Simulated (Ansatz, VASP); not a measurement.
# HgO: VASP beside Ansatz

```
CELL_PARAMETERS angstrom
11.39000 0.00000 0.00000
0.00000 11.39000 0.00000
0.00000 0.00000 11.39000
ATOMIC_POSITIONS crystal
Hg 0.59746 0.59746 0.59746
Hg 0.59746 0.40231 0.40231
Hg 0.40231 0.59746 0.40231
Hg 0.40231 0.40231 0.59746
O 0.60469 0.60469 0.39508
O 0.60469 0.39508 0.60469
O 0.39508 0.60469 0.60469
O 0.39508 0.39508 0.39508
```

Alike in both runs: task single point; functional PBE; k mesh 1 × 1 × 1; occupations gaussian, width 0.01 eV; no spin polarisation.

|  | VASP | Ansatz |
| --- | --- | --- |
| version | VASP 6.6.1 | Ansatz 0.2.0 |
| potentials or method | VASP PAW PBE potentials, release 64 (Hg_sv_GW, O), cutoff 520 eV | scalar-relativistic, plane waves, PAW |
| valence electrons in the cell | 104 | 104 |

|  | VASP | Ansatz | Ansatz less VASP |
| --- | --- | --- | --- |
| gap on the k mesh at the Fermi level (eV) | 0.66 | 0.67 | +0.007 |
| rms of the force components (eV/Å) | 0.080 | 0.090 | +0.0099 |

Atom by atom the forces differ by 0.017 eV/Å (rms over components). With one functional, cell and mesh, what is left measures potentials, basis and numerics.

Neither program's run includes spin-orbit coupling.
